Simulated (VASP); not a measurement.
# Ag16Br in VASP: further runs

Runs on Ag16Br. Level: PBEsol. Tasks: single point.

Program: VASP 6.6.1. These are calculated values, not measurements. Logs are shortened: lines on timing, memory, paths and dates and some standing lists are left out, and cuts for length are marked.

## 1. The cell of the first run

The cell holds a slab with vacuum, 17 atoms: a = 8.180 Å, b = 5.784 Å, c = 16.338 Å, α = 90.00°, β = 90.00°, γ = 90.00°.

## 2. Single point, PBEsol

File INCAR:

```
SYSTEM = Ag16Br
PREC = Accurate
ENCUT = 520
EDIFF = 1E-6
ISMEAR = 0
SIGMA = 0.1
LREAL = Auto
LASPH = .TRUE.
NELM = 100
ALGO = Normal
ISIF = 2
LWAVE = .FALSE.
LCHARG = .FALSE.
GGA = PS
NBANDS = 106
```

File KPOINTS:

```
Automatic mesh
0
G
  2 3 1
  0 0 0
```

File POSCAR:

```
Ag16Br
1.0
    8.1800000000      0.0000000000      0.0000000000
    0.0000000000      5.7841330000      0.0000000000
    0.0000000000      0.0000000000     16.3381000000
Ag Br
16 1
Direct
    0.2500000000      0.2500000000      0.0612066000
    0.7500000000      0.2500000000      0.0612066000
    0.2500000000      0.7500000000      0.0612066000
    0.7500000000      0.7500000000      0.0612066000
    0.0023585491     -0.0000042267      0.1379821254
    0.4976500455     -0.0000018621      0.1380343188
    0.0011468042      0.4999232289      0.1400765317
    0.4988777563      0.4999318691      0.1400613547
    0.2500349731      0.2571861607      0.2365605942
    0.7500345372      0.2454556798      0.2298973342
    0.2500325936      0.7430267577      0.2366751756
    0.7500406109      0.7545745581      0.2299633398
    0.0003273683      0.0002100262      0.3084344114
    0.4997090701      0.0001862740      0.3084680218
   -0.0065901584      0.5002366750      0.3145190965
    0.5066407326      0.5002310333      0.3145189538
    0.7499981931      0.4930819156      0.4213947388
```

Potentials or basis: VASP PAW PBE potentials, release 64 (Ag, Br).

Started as:

```sh
$ cat potpaw_PBE.64/Ag/POTCAR potpaw_PBE.64/Br/POTCAR > POTCAR
$ mpirun -np 1 vasp_std > vasp.out
```

OUTCAR:

```text
SYSTEM = Ag16Br
   PREC = Accurate
   ENCUT = 520
   EDIFF = 1E-6
   ISMEAR = 0
   LREAL = Auto
   LASPH = .TRUE.
   NELM = 100
   ISIF = 2
   GGA = PS

 ion  position               nearest neighbor table
   1  0.250  0.250  0.061-   5 2.79   6 2.79   7 2.81   8 2.81   9 2.87   3 2.89   3 2.89
   2  0.750  0.250  0.061-  10 2.76   5 2.82   6 2.82   8 2.82   7 2.82   4 2.89   4 2.89
   3  0.250  0.750  0.061-   5 2.79   6 2.79   7 2.81   8 2.81  11 2.87   1 2.89   1 2.89
   4  0.750  0.750  0.061-  12 2.76   5 2.82   6 2.82   8 2.82   7 2.82   2 2.89   2 2.89
   5  0.002  1.000  0.138-  13 2.78   3 2.79   1 2.79   4 2.82   2 2.82   7 2.89   7 2.89  10 2.92
                            12 2.92   9 2.99  11 2.99
   6  0.498  1.000  0.138-  14 2.78   3 2.79   1 2.79   4 2.82   2 2.82   8 2.89   8 2.89  10 2.92
                            12 2.92   9 2.98  11 2.98
   7  0.001  0.500  0.140-   1 2.81   3 2.81   2 2.82   4 2.82  15 2.85   5 2.89   5 2.89  10 2.92
                            12 2.92   9 2.93  11 2.93
   8  0.499  0.500  0.140-   1 2.81   3 2.81   2 2.82   4 2.82  16 2.85   6 2.89   6 2.89  10 2.92
                            12 2.92   9 2.93  11 2.93
   9  0.250  0.257  0.237-  13 2.79  14 2.79  11 2.81  16 2.83  15 2.83   1 2.87   8 2.93   7 2.93
                            11 2.97   6 2.98   5 2.99
  10  0.750  0.245  0.230-   2 2.76  13 2.80  14 2.80  15 2.84  16 2.84  12 2.84   6 2.92   5 2.92
                             7 2.92   8 2.92  12 2.94
  11  0.250  0.743  0.237-  14 2.79  13 2.79   9 2.81  16 2.83  15 2.83   3 2.87   8 2.93   7 2.93
                             9 2.97   6 2.98   5 2.99
  12  0.750  0.755  0.230-   4 2.76  13 2.80  14 2.80  15 2.83  16 2.83  10 2.84   6 2.92   5 2.92
                             7 2.92   8 2.92  10 2.94
  13  0.000  0.000  0.308-   5 2.78  11 2.79   9 2.79  10 2.80  12 2.80  15 2.89  15 2.89
  14  0.500  0.000  0.308-   6 2.78  11 2.79   9 2.79  10 2.80  12 2.80  16 2.89  16 2.89
  15  0.993  0.500  0.315-  17 2.65  11 2.83   9 2.83  12 2.83  10 2.84   7 2.85  13 2.89  13 2.89

  16  0.507  0.500  0.315-  17 2.65  11 2.83   9 2.83  12 2.83  10 2.84   8 2.85  14 2.89  14 2.89

  17  0.750  0.493  0.421-  16 2.65  15 2.65

  LATTYP: Found a simple orthorhombic cell.
 ALAT       =     5.7841330000
 B/A-ratio  =     1.4142136773
 C/A-ratio  =     2.8246411346

  Lattice vectors:

 A1 = (   0.0000000000,  -5.7841330000,   0.0000000000)
 A2 = (   8.1800000000,   0.0000000000,   0.0000000000)
 A3 = (   0.0000000000,   0.0000000000,  16.3381000000)

Analysis of symmetry for initial positions (statically):
=====================================================================
 Subroutine PRICEL returns:
 Original cell was already a primitive cell.

 Routine SETGRP: Setting up the symmetry group for a
 simple orthorhombic supercell.

[... 139 lines left out ...]
   NUPDOWN=      -1.0000    fix difference up-down
   EMIN   =  10.00;   EMAX   =-10.00  energy-range for DOS
   EFERMI =   0.00;   METHOD = LEGACY
   ISMEAR =     0;   SIGMA  =   0.10  broadening in eV -4-tet -1-fermi 0-gaus
   EFERMI_NEDOS =   21; number of points for ismear=-14 and -15
   IALGO  =     38    algorithm
   IMIX   =      4    mixing-type and parameters
     AMIX     =   0.40;   BMIX     =  1.00
     AMIX_MAG =   1.60;   BMIX_MAG =  1.00
  volume/ion in A,a.u.               =      45.47       306.86
  Fermi-wavevector in a.u.,A,eV,Ry     =   1.012731  1.913784 13.954466  1.025624
  Thomas-Fermi vector in A             =   2.145858
   LORBIT       =      0    0 simple, 1 ext, 2 COOP (PROOUT), +10 PAW based schemes
   GGA     = PS    functional components
   LHFCALC =     F    Hartree Fock is set to
   AEXX    =    0.0000 exact exchange contribution
   IVDW    =     0    specifies the selected vdW correction
   LEPSILON=     F    determine dielectric tensor
   LRPA    =     F    only Hartree local field effects (RPA)
 non-spin polarized calculation
 Gauss-broadening in eV      SIGMA  =   0.10
  energy-cutoff  :      520.00
  volume of cell :      773.02
 maximum number of plane-waves:     20862
 NGX is ok and might be reduce to    64
   NGX = 31   NGY = 21   NGZ = 61

 number of electron     182.9999966 magnetization

 Free energy of the ion-electron system (eV)
  ---------------------------------------------------
  ext. energy  EPLUGINS =         0.00000000
  ---------------------------------------------------
  free energy    TOTEN  =       -48.90121005 eV

  energy without entropy =      -48.85525608  energy(sigma->0) =      -48.87823306

 E-fermi :   0.3228     XC(G=0):  -5.6887

 val. band max:        0.2932853786   @ k =   0.5000   0.0000   0.0000
 cond. band min:       0.3311871163   @ k =   0.5000   0.0000   0.0000
 fundamental gap:      0.0379017377
 Fermi energy:         0.3227851478

 k-point     1 :       0.0000    0.0000    0.0000
  band No.  band energies     occupation
      1     -14.6137      2.00000
      2      -6.7807      2.00000
      3      -5.9295      2.00000
      4      -5.8983      2.00000
      5      -5.8849      2.00000
      6      -5.8181      2.00000
[... 413 lines left out ...]
    102       3.5422      0.00000
    103       3.9847      0.00000
 [bands above 103 left out]

------------------------ aborting loop because EDIFF is reached ----------------------------------------

  FORCE on cell =-STRESS in cart. coord.  units (eV):
  Direction    XX          YY          ZZ          XY          YZ          ZX
  --------------------------------------------------------------------------------------
  -------------------------------------------------------------------------------------
  Total       -7.2825880     -7.5746448     -0.3277748     -0.0003274      0.0068139     -0.0003809
  in kB      -15.0939601    -15.6992798     -0.6793491     -0.0006787      0.0141225     -0.0007895
  external PRESSURE =     -10.4908630 kB  Pullay stress =       0.0000000 kB

 VOLUME and BASIS-vectors are now :
 -----------------------------------------------------------------------------
  energy-cutoff  :      520.00
  volume of cell :      773.02
      direct lattice vectors                 reciprocal lattice vectors
     8.180000000  0.000000000  0.000000000     0.122249389  0.000000000  0.000000000
     0.000000000  5.784133000  0.000000000     0.000000000  0.172886758  0.000000000
     0.000000000  0.000000000 16.338100000     0.000000000  0.000000000  0.061206627

 POSITION                                       TOTAL-FORCE (eV/Angst)
 -----------------------------------------------------------------------------------
      2.04500      1.44603      1.00000         0.000738      0.098882      0.070726
      6.13500      1.44603      1.00000        -0.000125      0.113910     -0.058144
      2.04500      4.33810      1.00000         0.000706     -0.097257      0.070789
      6.13500      4.33810      1.00000        -0.000080     -0.112834     -0.059551
      0.01929      5.78411      2.25437        -0.004077      0.000687      0.004259
      4.07078      5.78412      2.25522         0.004846      0.000731      0.001569
[... 9 lines left out ...]
      4.14432      2.89340      5.13864         0.000718      0.000596     -0.007460
      6.13499      2.85205      6.88479         0.000538     -0.010001      0.003099
 -----------------------------------------------------------------------------------
    total drift:                               -0.001298     -0.012135     -0.006022

  FREE ENERGIE OF THE ION-ELECTRON SYSTEM (eV)
  ---------------------------------------------------
  free  energy   TOTEN  =       -48.9012100489 eV

  energy  without entropy=      -48.8552560788  energy(sigma->0) =      -48.87823306
```

OSZICAR:

```text
N       E                     dE             d eps       ncg     rms          rms(c)
DAV:   1     0.116860547238E+04    0.11686E+04   -0.83010E+04   848   0.148E+03
DAV:   2     0.848172230700E+01   -0.11601E+04   -0.11074E+04   932   0.315E+02
DAV:   3    -0.520843933057E+02   -0.60566E+02   -0.58969E+02   934   0.641E+01
[... 14 lines left out ...]
DAV:  18    -0.489011704130E+02   -0.74380E-04   -0.42500E-06   614   0.841E-03    0.316E-03
DAV:  19    -0.489011958825E+02   -0.25470E-04   -0.12581E-06   580   0.254E-03    0.263E-03
DAV:  20    -0.489012062926E+02   -0.10410E-04   -0.76251E-07   556   0.224E-03    0.927E-04
DAV:  21    -0.489012092824E+02   -0.29898E-05   -0.26278E-07   542   0.101E-03    0.932E-04
DAV:  22    -0.489012100489E+02   -0.76654E-06   -0.74697E-08   534   0.477E-04
   1 F= -.48901210E+02 E0= -.48878233E+02  d E =-.459540E-01
```

stdout:

```text
POSCAR found type information on POSCAR AgBr
 POSCAR found :  2 types and      17 ions
 scaLAPACK will be used
 -----------------------------------------------------------------------------
|                                                                             |
|                                                                             |
|     You enforced a specific xc type in the INCAR file but a different       |
|     I HOPE YOU KNOW WHAT YOU ARE DOING!                                     |
|                                                                             |
 -----------------------------------------------------------------------------

 LDA part: xc-table for (Slater+PW92), standard interpolation
 POSCAR, INCAR and KPOINTS ok, starting setup
 FFT: planning ... GRIDC
 FFT: planning ... GRID_SOFT
 FFT: planning ... GRID
 WAVECAR not read
 entering main loop
```

Run time: 8.4 min. Hardware: 1 thread of Intel Xeon Platinum 8559C (Emerald Rapids), shared host; peak memory 0.84 GiB.

Results:

```
Free energy            : -48.9012 eV
Largest force          : 0.128 eV/Å
Band gap on the k mesh : zero (an odd number of electrons rules out a gap without spin polarisation)
```

Forces in eV/Å, atoms in the order of the input:
```
Ag   0.001  0.099  0.071
Ag   0.000  0.114 -0.058
Ag   0.001 -0.097  0.071
Ag   0.000 -0.113 -0.060
Ag  -0.004  0.001  0.004
Ag   0.005  0.001  0.002
Ag  -0.002  0.001  0.000
Ag   0.002  0.001  0.002
Ag  -0.001  0.002 -0.001
Ag  -0.001 -0.002 -0.003
Ag   0.000  0.000 -0.001
Ag  -0.001  0.003 -0.002
Ag   0.001  0.000 -0.007
Ag   0.000  0.000 -0.008
Ag  -0.001  0.000 -0.007
Ag   0.001  0.001 -0.007
Br   0.001 -0.010  0.003
```

Caveat: the k points lie up to 0.38 Å⁻¹ apart, too coarse for converged energies and pressures of a metal; the PAW data sets were made with another functional, which shifts forces and pressure a little; an odd number of electrons without spin polarisation forces a metal; a magnetic or distorted state may lie lower.

## 3. Single point, PBEsol

File INCAR:

```
SYSTEM = Ag16Br
ALGO     = Normal         ! electronic algorithm
EDIFF    = 1E-7           ! SCF threshold, eV
ENCUT    = 520            ! plane-wave cutoff, eV
GGA      = PS             ! functional
ISIF     = 2              ! what is computed and relaxed
ISMEAR   = 0              ! smearing method
LASPH    = .TRUE.         ! aspherical terms in the spheres
LCHARG   = .TRUE.         ! write CHGCAR
LELF     = .TRUE.         ! ELF
LREAL    = Auto         
LVHAR    = .TRUE.       
LWAVE    = .FALSE.        ! write WAVECAR
NBANDS   = 106            ! bands
NELM     = 80             ! most SCF steps
PREC     = Accurate       ! precision mode
SIGMA    = 0.1            ! smearing width, eV
```

File KPOINTS:

```
k-points
0
G
  2 3 1
  0 0 0
```

File POSCAR:

```
Ag16Br
1.0
    8.1800000000      0.0000000000      0.0000000000
    0.0000000000      5.7841330000      0.0000000000
    0.0000000000      0.0000000000     16.3381000000
Ag Br
16 1
Direct
    0.2500000000      0.2499999568      0.0612066275
    0.7500000000      0.2499999568      0.0612066275
    0.2500000000      0.7500000432      0.0612066275
    0.7500000000      0.7500000432      0.0612066275
    0.0023585575     -0.0000041493      0.1379821399
    0.4976500000     -0.0000019018      0.1380343492
    0.0011468215      0.4999231518      0.1400765083
    0.4988777506      0.4999317962      0.1400613290
    0.2500349633      0.2571861677      0.2365606160
    0.7500345966      0.2454556284      0.2298973565
    0.2500326406      0.7430268287      0.2366751948
    0.7500405868      0.7545746268      0.2299633372
    0.0003273839      0.0002100574      0.3084343957
    0.4997090465      0.0001861990      0.3084679981
   -0.0065902200      0.5002365955      0.3145191301
    0.5066407090      0.5002310632      0.3145189465
    0.7499981663      0.4930818500      0.4213947154
```

Potentials or basis: VASP PAW PBE potentials, release 64 (Ag, Br).

Started as:

```sh
$ cat potpaw_PBE.64/Ag/POTCAR potpaw_PBE.64/Br/POTCAR > POTCAR
$ mpirun -np 1 vasp_std > vasp.out
```

Wall time 8.8 min (1 thread of Intel Xeon Platinum 8559C (Emerald Rapids), shared host); peak memory 0.84 GiB.

It converged, with:

```yaml
Free_energy: -48.9012 eV
Largest_force: 0.128 eV/Å
Band_gap_on_the_k_mesh: zero (an odd number of electrons rules out a gap without spin polarisation)
```

Forces on the atoms (eV/Å):
```
Ag   0.001  0.099  0.071
Ag   0.000  0.114 -0.058
Ag   0.001 -0.097  0.071
Ag   0.000 -0.113 -0.060
Ag  -0.004  0.001  0.004
Ag   0.005  0.001  0.002
Ag  -0.002  0.001  0.000
Ag   0.002  0.001  0.002
Ag  -0.001  0.002 -0.001
Ag  -0.001 -0.002 -0.003
Ag   0.000  0.000  0.000
Ag  -0.001  0.003 -0.002
Ag   0.001  0.000 -0.007
Ag   0.000  0.000 -0.008
Ag  -0.001  0.000 -0.007
Ag   0.001  0.001 -0.007
Br   0.001 -0.010  0.003
```

Levels at points of the mesh, in eV from the Fermi level:
| k point | band 89 | band 90 | band 91 | band 92 | band 93 | band 94 | band 95 | band 96 |
| --- | --- | --- | --- | --- | --- | --- | --- | --- |
| (0.00, 0.00, 0.00) | -0.74 | -0.61 | -0.20 | -0.11 | 0.15 | 0.69 | 0.91 | 1.35 |
| (0.50, 0.00, 0.00) | -0.03 | 0.01 | 0.16 | 0.16 | 0.19 | 0.28 | 0.48 | 0.86 |

Caveat: the k points lie up to 0.38 Å⁻¹ apart, too coarse for converged energies and pressures of a metal; the PAW data sets were made with another functional, which shifts forces and pressure a little; an odd number of electrons without spin polarisation forces a metal; a magnetic or distorted state may lie lower.
